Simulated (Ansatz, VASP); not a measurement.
**One calculation of Ti3SiN, two programs**

```
Ti Si N
1.0
     4.08024    0.00000    0.00000
     0.00000    4.08024    0.00000
     0.00000    0.00000    4.08024
Ti Si N
3 1 1
Direct
  0.50000 0.00000 0.00000
  0.00000 0.50000 0.00000
  0.00000 0.00000 0.50000
  0.50000 0.50000 0.50000
  0.00000 0.00000 0.00000
```

Change from the starting cell: species swapped into the LuRu3C type (Pm-3m, No. 221).

Alike in both runs: task relaxation of cell and atoms; functional PBE; k mesh 10 × 10 × 10; occupations gaussian, width 0.1 eV; collinear spin.

|  | VASP | Ansatz |
| --- | --- | --- |
| version | VASP 6.6.1 | Ansatz 0.2.0 |
| potentials or method | VASP PAW PBE potentials, release 64 (Ti_sv, Si, N), cutoff 600 eV | scalar-relativistic, plane waves, PAW |
| valence electrons in the cell | 45 | 45 |

|  | VASP | Ansatz | Ansatz less VASP |
| --- | --- | --- | --- |
| gap on the k mesh at the Fermi level, each at its own relaxed structure (eV) | none | none | - |
| net moment per atom (μB) | 0.00 | 0.00 | 0.000 |
| relaxed volume (Å³/atom) | 13.59 | 13.58 | -0.010 |
| relaxed cell length with the largest relative difference (Å) | 4.080 | 4.079 | -0.0010 |

A gap of «none» marks a metal or a gap that the smearing closes. Ansatz's warnings: seeded moment not kept.

Noted on VASP's run: the relaxation stopped at its first step, so nothing moved.
